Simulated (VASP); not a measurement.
# NbP (P6_3/mmc) in VASP: a series of runs, part 2 of 2

VASP 6.6.1. The steps go on from the part before.

**3. Single point, PBE, collinear spin**

The input, INCAR:

```
SYSTEM = NbP
PREC = Accurate ; ENCUT = 520
EDIFF = 1E-6 ; ISMEAR = 0
SIGMA = 0.1 ; LREAL = .False.
LASPH = .True. ; NELM = 150
ALGO = Normal ; ISIF = 2
LWAVE = .False. ; LCHARG = .False.
ISPIN = 2 ; MAGMOM = 1 1 0 0
LORBIT = 11 ; LMAXMIX = 4
GGA = PE ; NBANDS = 30
```

The input, KPOINTS:

```
Automatic mesh
0
Gamma
  6 6 4
  0 0 0
```

The input, POSCAR:

```
NbP
1.0
    3.3144581000      0.0000000000      0.0000000000
   -1.6572290000      2.8704049000      0.0000000000
    0.0000000000      0.0000000000      6.7227340000
Nb P
2 2
Direct
    0.0000000000      0.0000000000      0.0000000000
    0.0000000000      0.0000000000      0.5000000000
    0.3333333000      0.6666667000      0.2500000000
    0.6666667000      0.3333333000      0.7500000000
```

Potentials or basis: VASP PAW PBE potentials, release 64 (Nb_sv, P).

Started as:

```bash
$ cat potpaw_PBE.64/Nb_sv/POTCAR potpaw_PBE.64/P/POTCAR > POTCAR
$ mpirun -np 1 vasp_std > vasp.out
```

OUTCAR:

```text
SYSTEM = NbP
   PREC = Accurate
   ENCUT = 520
   EDIFF = 1E-6
   ISMEAR = 0
   LREAL = .False.
   LASPH = .True.
   NELM = 150
   ISIF = 2
   ISPIN = 2
   LORBIT = 11
   GGA = PE

 ion  position               nearest neighbor table
   1  0.000  0.000  0.000-   3 2.55   4 2.55   3 2.55   4 2.55   4 2.55   3 2.55
   2  0.000  0.000  0.500-   3 2.55   4 2.55   3 2.55   4 2.55   4 2.55   3 2.55
   3  0.333  0.667  0.250-   1 2.55   2 2.55   1 2.55   2 2.55   1 2.55   2 2.55
   4  0.667  0.333  0.750-   1 2.55   2 2.55   1 2.55   2 2.55   1 2.55   2 2.55

  LATTYP: Found a hexagonal cell.
 ALAT       =     3.3144581000
 C/A-ratio  =     2.0283056226

  Lattice vectors:

 A1 = (   3.3144581000,   0.0000000000,   0.0000000000)
 A2 = (  -1.6572290000,   2.8704049000,   0.0000000000)
 A3 = (   0.0000000000,   0.0000000000,   6.7227340000)

Analysis of symmetry for initial positions (statically):
=====================================================================
 Subroutine PRICEL returns:
 Original cell was already a primitive cell.

 Routine SETGRP: Setting up the symmetry group for a
 hexagonal supercell.

 Subroutine GETGRP returns: Found 24 space group operations
 (whereof 12 operations were pure point group operations)
 out of a pool of 24 trial point group operations.

The static configuration has the point symmetry D_3d.
 The point group associated with its full space group is D_6h.

Analysis of symmetry for dynamics (positions and initial velocities):
=====================================================================
 Subroutine PRICEL returns:
 Original cell was already a primitive cell.

 Routine SETGRP: Setting up the symmetry group for a
 hexagonal supercell.

 Subroutine GETGRP returns: Found 24 space group operations
 (whereof 12 operations were pure point group operations)
 out of a pool of 24 trial point group operations.

The dynamic configuration has the point symmetry D_3d.
 The point group associated with its full space group is D_6h.

Analysis of structural, dynamic, and magnetic symmetry:
=====================================================================
[... 166 lines left out ...]
 fundamental gap:      0.0331924529
 Fermi energy:        10.6683230882

 spin component 1

 k-point     1 :       0.0000    0.0000    0.0000
  band No.  band energies     occupation
      1     -44.2362      1.00000
      2     -44.2186      1.00000
      3     -20.5367      1.00000
      4     -20.2563      1.00000
      5     -20.1532      1.00000
      6     -20.1532      1.00000
[... 682 lines left out ...]
     29      19.0323      0.00000
     30      19.0323      0.00000
 Fermi energy:        10.6683230882

 spin component 2

 k-point     1 :       0.0000    0.0000    0.0000
  band No.  band energies     occupation
      1     -44.2362      1.00000
      2     -44.2186      1.00000
      3     -20.5367      1.00000
      4     -20.2562      1.00000
      5     -20.1532      1.00000
      6     -20.1532      1.00000
[... 682 lines left out ...]
     29      19.0324      0.00000
     30      19.0324      0.00000

------------------------ aborting loop because EDIFF is reached ----------------------------------------

  FORCE on cell =-STRESS in cart. coord.  units (eV):
  Direction    XX          YY          ZZ          XY          YZ          ZX
  --------------------------------------------------------------------------------------
  -------------------------------------------------------------------------------------
  Total       -0.1448956     -0.1448956     -0.0236672     -0.0000000      0.0000000      0.0000000
  in kB       -3.6296450     -3.6296449     -0.5928655     -0.0000001      0.0000000      0.0000000
  external PRESSURE =      -2.6173851 kB  Pullay stress =       0.0000000 kB

 VOLUME and BASIS-vectors are now :
 -----------------------------------------------------------------------------
  energy-cutoff  :      520.00
  volume of cell :       63.96
      direct lattice vectors                 reciprocal lattice vectors
     3.314458100  0.000000000  0.000000000     0.301708445  0.174191448  0.000000000
    -1.657229000  2.870404900  0.000000000     0.000000000  0.348382906  0.000000000
     0.000000000  0.000000000  6.722734000     0.000000000  0.000000000  0.148749006

 POSITION                                       TOTAL-FORCE (eV/Angst)
 -----------------------------------------------------------------------------------
      0.00000      0.00000      0.00000        -0.000000      0.000000      0.000000
      0.00000      0.00000      3.36137        -0.000000      0.000000      0.000000
     -0.00000      1.91360      1.68068         0.000000      0.000000      0.000000
      1.65723      0.95680      5.04205         0.000000     -0.000000     -0.000000
 -----------------------------------------------------------------------------------
    total drift:                                0.000000     -0.000000      0.000000

  FREE ENERGIE OF THE ION-ELECTRON SYSTEM (eV)
  ---------------------------------------------------
  free  energy   TOTEN  =       -35.0795818123 eV

  energy  without entropy=      -35.0670005878  energy(sigma->0) =      -35.07329120

 total charge

# of ion       s       p       d       tot
------------------------------------------
    1        2.152   6.027   2.479  10.658
    2        2.152   6.027   2.479  10.658
    3        1.023   1.521   0.000   2.544
    4        1.023   1.521   0.000   2.544
--------------------------------------------------
tot          6.351  15.096   4.958  26.404

 magnetization (x)

# of ion       s       p       d       tot
------------------------------------------
    1       -0.000   0.000   0.000   0.000
    2       -0.000   0.000   0.000   0.000
    3       -0.000  -0.000   0.000  -0.000
    4       -0.000  -0.000   0.000  -0.000
--------------------------------------------------
tot         -0.000  -0.000   0.000   0.000
```

Run time: 37 s. Hardware: 1 thread of Intel Xeon 6975P-C (Granite Rapids), shared host; peak memory 0.24 GiB.

Results:

| Item | Value |
| --- | --- |
| Free energy | -35.0796 eV |
| Pressure | -0.3 GPa |
| Band gap on the k mesh | zero (filled and empty bands overlap) |
| Net moment | 0.00 μB per cell |
| Valence electrons inside the program's atomic spheres | Nb 10.66; P 2.54 |

Levels at points of the mesh, in eV from the Fermi level:
Spin up:
```
           k point  band 15  band 16  band 17  band 18  band 19  band 20  band 21  band 22
(0.00, 0.00, 0.00)    -1.01    -0.53    -0.53    -0.03    -0.03     1.32     1.32     1.84
(0.50, 0.00, 0.00)    -2.61    -2.49    -1.32    -0.37     0.80     2.80     3.02     3.09
(0.00, 0.00, 0.50)    -1.91    -1.91     0.27     0.27     0.58     0.58     0.58     0.58
(0.50, 0.00, 0.50)    -2.36    -2.36    -1.46    -1.46     2.82     2.82     2.90     2.90
```
Spin down:
| k point | band 16 | band 17 | band 18 | band 19 | band 20 | band 21 |
| --- | --- | --- | --- | --- | --- | --- |
| (0.00, 0.00, 0.00) | -0.53 | -0.53 | -0.03 | -0.03 | 1.32 | 1.32 |
| (0.50, 0.00, 0.00) | -2.49 | -1.32 | -0.37 | 0.80 | 2.80 | 3.02 |
| (0.00, 0.00, 0.50) | -1.91 | 0.27 | 0.27 | 0.58 | 0.58 | 0.58 |
| (0.50, 0.00, 0.50) | -2.36 | -1.46 | -1.46 | 2.82 | 2.82 | 2.90 |

Caveat: the k points lie up to 0.36 Å⁻¹ apart.

**4. Single point, PBE**

The input, INCAR:

```
SYSTEM = NbP
PREC = Accurate ; ENCUT = 520
EDIFF = 1E-7 ; ISMEAR = 0
SIGMA = 0.1 ; LREAL = .FALSE.
LASPH = .TRUE. ; NELM = 100
ALGO = Normal ; ISIF = 2
LWAVE = .FALSE. ; LCHARG = .FALSE.
GGA = PE ; NBANDS = 26
```

The input, KPOINTS:

```
Automatic mesh
0
G
  18 18 8
  0 0 0
```

The input, POSCAR:

```
NbP
1.0
    3.3144580917     -0.0000000289      0.0000000000
   -1.6572290208      2.8704049216      0.0000000000
    0.0000000000      0.0000000000      6.7227340000
Nb P
2 2
Direct
    0.0000000000      0.0000000000      0.0000000000
    0.0000000000      0.0000000000      0.5000000000
    0.3333333333      0.6666666667      0.2500000000
    0.6666666667      0.3333333333      0.7500000000
```

Potentials or basis: VASP PAW PBE potentials, release 64 (Nb_sv, P).

Started as:

```bash
$ cat potpaw_PBE.64/Nb_sv/POTCAR potpaw_PBE.64/P/POTCAR > POTCAR
$ mpirun -np 1 vasp_std > vasp.out
```

OUTCAR:

```text
SYSTEM = NbP
   PREC = Accurate
   ENCUT = 520
   EDIFF = 1E-7
   ISMEAR = 0
   LREAL = .FALSE.
   LASPH = .TRUE.
   NELM = 100
   ISIF = 2
   GGA = PE

 ion  position               nearest neighbor table
   1  0.000  0.000  0.000-   3 2.55   4 2.55   3 2.55   4 2.55   4 2.55   3 2.55
   2  0.000  0.000  0.500-   3 2.55   4 2.55   3 2.55   4 2.55   4 2.55   3 2.55
   3  0.333  0.667  0.250-   1 2.55   2 2.55   1 2.55   2 2.55   1 2.55   2 2.55
   4  0.667  0.333  0.750-   1 2.55   2 2.55   1 2.55   2 2.55   1 2.55   2 2.55

  LATTYP: Found a hexagonal cell.
 ALAT       =     3.3144580917
 C/A-ratio  =     2.0283056276

  Lattice vectors:

 A1 = (   3.3144580917,  -0.0000000289,   0.0000000000)
 A2 = (  -1.6572290208,   2.8704049216,   0.0000000000)
 A3 = (   0.0000000000,   0.0000000000,   6.7227340000)

Analysis of symmetry for initial positions (statically):
=====================================================================
 Subroutine PRICEL returns:
 Original cell was already a primitive cell.

 Routine SETGRP: Setting up the symmetry group for a
 hexagonal supercell.

 Subroutine GETGRP returns: Found 24 space group operations
 (whereof 12 operations were pure point group operations)
 out of a pool of 24 trial point group operations.

The static configuration has the point symmetry D_3d.
 The point group associated with its full space group is D_6h.

Analysis of symmetry for dynamics (positions and initial velocities):
=====================================================================
 Subroutine PRICEL returns:
 Original cell was already a primitive cell.

 Routine SETGRP: Setting up the symmetry group for a
 hexagonal supercell.

 Subroutine GETGRP returns: Found 24 space group operations
 (whereof 12 operations were pure point group operations)
 out of a pool of 24 trial point group operations.

The dynamic configuration has the point symmetry D_3d.
 The point group associated with its full space group is D_6h.

 Subroutine INISYM returns: Found 24 space group operations
 (whereof 12 operations are pure point group operations),
 and found     1 'primitive' translations

----------------------------------------------------------------------------------------

                                     Primitive cell

  volume of cell :      63.9590

  direct lattice vectors                    reciprocal lattice vectors
     3.314458092 -0.000000029  0.000000000     0.301708447  0.174191450  0.000000000
    -1.657229021  2.870404922  0.000000000     0.000000003  0.348382905  0.000000000
     0.000000000  0.000000000  6.722734000     0.000000000  0.000000000  0.148749006

  length of vectors
     3.314458092  3.314458092  6.722734000     0.348382905  0.348382905  0.148749006

  position of ions in fractional coordinates (direct lattice)
     0.000000000  0.000000000  0.000000000
     0.000000000  0.000000000  0.500000000
     0.333333333  0.666666667  0.250000000
     0.666666667  0.333333333  0.750000000

  ion indices of the primitive-cell ions
   primitive index   ion index
                 1           1
                 2           2
                 3           3
                 4           4

[... 26 lines left out ...]
 Following reciprocal coordinates:
            Coordinates               Weight
  0.000000  0.000000  0.000000      1.000000
  0.055556  0.000000  0.000000      6.000000
  0.111111  0.000000  0.000000      6.000000
  0.166667 -0.000000  0.000000      6.000000
  0.222222 -0.000000  0.000000      6.000000
  0.277778 -0.000000  0.000000      6.000000
[... 16 lines left out ...]
  0.333333  0.111111  0.000000     12.000000
  0.388889  0.111111  0.000000     12.000000
 [... further k-points ...]
   k-points           NKPTS =    185   k-points in BZ     NKDIM =    185   number of bands    NBANDS=     26
   number of dos      NEDOS =    301   number of ions     NIONS =      4
   total plane-waves  NPLWV =  39200
   dimension x,y,z NGX =    28 NGY =   28 NGZ =   50
   dimension x,y,z NGXF=    56 NGYF=   56 NGZF=  100
   ions per type =               2   2
   NGX,Y,Z   is equivalent  to a cutoff of  14.04, 14.04, 12.36 a.u.
   NGXF,Y,Z  is equivalent  to a cutoff of  28.09, 28.09, 24.73 a.u.
 SYSTEM =  NbP
   PREC   = accura    normal or accurate (medium, high low for compatibility)
   ISTART =      0    job   : 0-new  1-cont  2-samecut
   ICHARG =      2    charge: 1-file 2-atom 10-const
   ISPIN  =      1    spin polarized calculation?
   LNONCOLLINEAR =      F non collinear calculations
   LSORBIT =      F    spin-orbit coupling
   LASPH  =      T    aspherical Exc in radial PAW
   ENCUT  =  520.0 eV  38.22 Ry    6.18 a.u.   6.16  6.16 12.50*2*pi/ulx,y,z
   NELM   =    100;   NELMIN=  2; NELMDL= -5     # of ELM steps
   EDIFF  = 0.1E-06   stopping-criterion for ELM
   LREAL  =      F    real-space projection
   EDIFFG = 0.1E-05   stopping-criterion for IOM
   NSW    =      0    number of steps for IOM
   IBRION =     -1    ionic relax: 0-MD 1-quasi-New 2-CG
   NFREE  =      0    steps in history (QN), initial steepest desc. (CG)
   ISIF   =      2    stress and relaxation
   ISYM   =      2    0-nonsym 1-usesym 2-fastsym
   POTIM  = 0.5000    time-step for ionic-motion
   TEBEG  =    0.0;   TEEND  =   0.0 temperature during run
   PSTRESS=    0.0 pullay stress
   NELECT =      36.0000    total number of electrons
   NUPDOWN=      -1.0000    fix difference up-down
   EMIN   =  10.00;   EMAX   =-10.00  energy-range for DOS
   EFERMI =   0.00;   METHOD = LEGACY
   ISMEAR =     0;   SIGMA  =   0.10  broadening in eV -4-tet -1-fermi 0-gaus
   EFERMI_NEDOS =   21; number of points for ismear=-14 and -15
   IALGO  =     38    algorithm
   IMIX   =      4    mixing-type and parameters
     AMIX     =   0.40;   BMIX     =  1.00
     AMIX_MAG =   1.60;   BMIX_MAG =  1.00
  volume/ion in A,a.u.               =      15.99       107.90
  Fermi-wavevector in a.u.,A,eV,Ry     =   1.351684  2.554312 24.858514  1.827049
  Thomas-Fermi vector in A             =   2.479085
   LORBIT       =      0    0 simple, 1 ext, 2 COOP (PROOUT), +10 PAW based schemes
   GGA     = PE    functional components
   LHFCALC =     F    Hartree Fock is set to
   AEXX    =    0.0000 exact exchange contribution
   IVDW    =     0    specifies the selected vdW correction
   LEPSILON=     F    determine dielectric tensor
   LRPA    =     F    only Hartree local field effects (RPA)
 non-spin polarized calculation
 Gauss-broadening in eV      SIGMA  =   0.10
  energy-cutoff  :      520.00
  volume of cell :       63.96
 maximum number of plane-waves:      1744
 NGX is ok and might be reduce to    28
   NGX = 13   NGY = 13   NGZ = 25

 number of electron      35.9999997 magnetization

 Free energy of the ion-electron system (eV)
  ---------------------------------------------------
  ext. energy  EPLUGINS =         0.00000000
  ---------------------------------------------------
  free energy    TOTEN  =       -35.08765510 eV

  energy without entropy =      -35.07831454  energy(sigma->0) =      -35.08298482

 E-fermi :  10.7175     XC(G=0): -12.0223

 val. band max:       10.7171030094   @ k =   0.1667  -0.0000   0.1250
 cond. band min:      10.7189213555   @ k =   0.1667  -0.0000   0.1250
 fundamental gap:      0.0018183461
 Fermi energy:        10.7174659494

 k-point     1 :       0.0000    0.0000    0.0000
  band No.  band energies     occupation
      1     -44.2263      2.00000
      2     -44.2087      2.00000
      3     -20.5303      2.00000
      4     -20.2496      2.00000
      5     -20.1427      2.00000
      6     -20.1427      2.00000
[... 685 lines left out ...]
     25      16.2540      0.00000
     26      16.3924      0.00000

 [... further k-points ...]

------------------------ aborting loop because EDIFF is reached ----------------------------------------

  FORCE on cell =-STRESS in cart. coord.  units (eV):
  Direction    XX          YY          ZZ          XY          YZ          ZX
  --------------------------------------------------------------------------------------
  -------------------------------------------------------------------------------------
  Total       -0.1485731     -0.1485731     -0.1605770     -0.0000000      0.0000000     -0.0000000
  in kB       -3.7217661     -3.7217661     -4.0224656     -0.0000000      0.0000000     -0.0000000
  external PRESSURE =      -3.8219993 kB  Pullay stress =       0.0000000 kB

 VOLUME and BASIS-vectors are now :
 -----------------------------------------------------------------------------
  energy-cutoff  :      520.00
  volume of cell :       63.96
      direct lattice vectors                 reciprocal lattice vectors
     3.314458092 -0.000000029  0.000000000     0.301708447  0.174191450  0.000000000
    -1.657229021  2.870404922  0.000000000     0.000000003  0.348382905  0.000000000
     0.000000000  0.000000000  6.722734000     0.000000000  0.000000000  0.148749006

 POSITION                                       TOTAL-FORCE (eV/Angst)
 -----------------------------------------------------------------------------------
      0.00000      0.00000      0.00000         0.000000      0.000000     -0.000000
      0.00000      0.00000      3.36137         0.000000      0.000000     -0.000000
      0.00000      1.91360      1.68068         0.000000     -0.000000     -0.000000
      1.65723      0.95680      5.04205        -0.000000      0.000000      0.000000
 -----------------------------------------------------------------------------------
    total drift:                               -0.000000      0.000000      0.000000

  FREE ENERGIE OF THE ION-ELECTRON SYSTEM (eV)
  ---------------------------------------------------
  free  energy   TOTEN  =       -35.0876550986 eV

  energy  without entropy=      -35.0783145426  energy(sigma->0) =      -35.08298482
```

stdout:

```text
POSCAR found type information on POSCAR NbP
 POSCAR found :  2 types and       4 ions
 scaLAPACK will be used
 LDA part: xc-table for (Slater+PW92), standard interpolation
 POSCAR, INCAR and KPOINTS ok, starting setup
 FFT: planning ... GRIDC
 FFT: planning ... GRID_SOFT
 FFT: planning ... GRID
 WAVECAR not read
 entering main loop
```

It took 2.4 min on 1 thread of Intel Xeon 6975P-C (Granite Rapids), shared host; peak memory 0.37 GiB.

What came out:

```yaml
Free_energy: -35.0877 eV
Pressure: -0.4 GPa
Band_gap_on_the_k_mesh: zero (bands 18 and 19 overlap by 0.52 eV)
```

**5. Summary**

```tsv
spin	k mesh	gap on the mesh (eV)	pressure (GPa)
off	6 × 6 × 4	none	-0.2
collinear	6 × 6 × 4	none	-0.3
off	18 × 18 × 8	none	-0.4
```

Alike in all rows: task single point; level PBE; potentials or basis VASP PAW PBE potentials, release 64 (Nb_sv, P); cell a = 3.314, b = 3.314, c = 6.723 Å, angles 90.0, 90.0, 120.0°, 4 atoms; cutoff (eV) 520; smearing gaussian 0.1 eV.

Caveats: some runs use coarse meshes.

Total energies depend on the potentials used, so only differences within one code and one set of settings carry meaning.
